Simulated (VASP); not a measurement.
Input of a VASP 6.6.1 run:

Contents of INCAR:

```
SYSTEM = C
  ALGO = Normal
  EDIFF = 1E-6
  ENCUT = 600
  GGA = PE
  GGA_COMPAT = .FALSE.
  ISIF = 2
  ISMEAR = 0
  LASPH = .TRUE.
  LCHARG = .TRUE.
  LELF = .TRUE.
  LREAL = .FALSE.
  LVHAR = .TRUE.
  LWAVE = .FALSE.
  NBANDS = 8
  NELM = 120
  PREC = Accurate
  SIGMA = 0.1
```

Contents of KPOINTS:

```
k-points
0
G
  12 12 12
  0 0 0
```

POSCAR

```
C
1.0
   -0.7805672642      0.8477775876      3.8205014154
    0.7805672642     -0.8477775876      3.8205014154
    0.7805672642      0.8477775876     -3.8205014154
C
1
Direct
    0.5000000000      0.0000000000      0.5000000000
```

Potentials or basis: VASP PAW PBE potentials, release 64 (C).

Command:

```console
$ cat potpaw_PBE.64/C/POTCAR > POTCAR
$ mpirun -np 1 vasp_std > vasp.out
```

(1) What does it give for the pressure?

(2) Estimate the band gap on the k mesh.

## Answers

(1) 0.0 GPa.

(2) zero (bands 2 and 3 overlap by 3.04 eV).
